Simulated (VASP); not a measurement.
Runs of VASP 6.6.1 on Ta2Si. The structure is that of space group I4/mcm (No. 140), or close to it. The cells are those of the table. 

```tsv
task	cell	cutoff (eV)	smearing	gap on the mesh (eV)	pressure (GPa)	largest force (eV/Å)
single point	a = 5.019 Å, angles 104.6, 104.6, 119.7°, 6 atoms	520	fermi-dirac 0.15 eV	none	0.3	0.01
relaxation of cell and atoms	relaxed to 10 GPa from a = 4.950 Å, angles 104.6, 104.6, 119.8°, 6 atoms	600	gaussian 0.1 eV	none	10.0	-
single point	a = 4.985 Å, angles 104.6, 104.6, 119.8°, 6 atoms	520	fermi-dirac 0.15 eV	none	(a)	0.01
single point	a = 5.018 Å, angles 104.6, 104.6, 119.7°, 6 atoms	520	gaussian 0.1 eV	none	0.3	0.01
relaxation of shape and atoms at fixed volume	relaxed from a = 4.810 Å, angles 104.5, 104.5, 119.9°, 6 atoms	600	gaussian 0.1 eV	none	38.1	-
single point	a = 5.052 Å, angles 104.6, 104.6, 119.7°, 6 atoms	520	fermi-dirac 0.15 eV	none	-4.1	0.01
```

Alike in all rows: level PBEsol; potentials or basis VASP PAW PBE potentials, release 64 (Ta_pv, Si); no spin polarisation; k mesh 10 × 10 × 10.

Q: Estimate the missing entries.

A: (a) 5.1.

Caveats: the PAW data sets were made with another functional, which shifts forces and pressure a little; spin-orbit coupling is left out, which moves the levels of the heavy elements; the cell is relaxed towards a set pressure, so the run minimises the enthalpy, not the energy (at least some runs); the cell stands under pressure (at least some runs); the cell stands under tension (at least some runs).

A k mesh can miss the band edges, and the runs leave out spin-orbit coupling on Ta.

A gap of «none» marks levels without a gap at the run's occupations.
